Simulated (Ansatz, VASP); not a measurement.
## Mo in VASP and in Ansatz

```
Mo
1.0
    -1.57342    1.57342    1.57342
     1.57342   -1.57342    1.57342
     1.57342    1.57342   -1.57342
Mo
1
Direct
  0.00000 0.00000 0.00000
```

Alike in both runs: task relaxation of cell and atoms; functional PBE; dispersion D3(BJ); k mesh 15 × 15 × 15; occupations methfessel-paxton of order 1, width 0.1 eV; no spin polarisation.

|  | VASP | Ansatz |
| --- | --- | --- |
| version | VASP 6.6.1 | Ansatz 0.2.0 |
| potentials or method | VASP PAW PBE potentials, release 64 (Mo_sv), cutoff 600 eV | plane waves, PAW |
| valence electrons in the cell | 14 | 14 |

Ansatz gave:

| Property | Result |
| --- | --- |
| relaxed volume (Å³/atom) | 15.36 |
| relaxed cell length with the largest relative difference (Å) | 2.712 |

Problem. What did VASP give for the same quantities?

Solution. Relaxed volume (Å³/atom): 15.39; relaxed cell length with the largest relative difference (Å): 2.714.
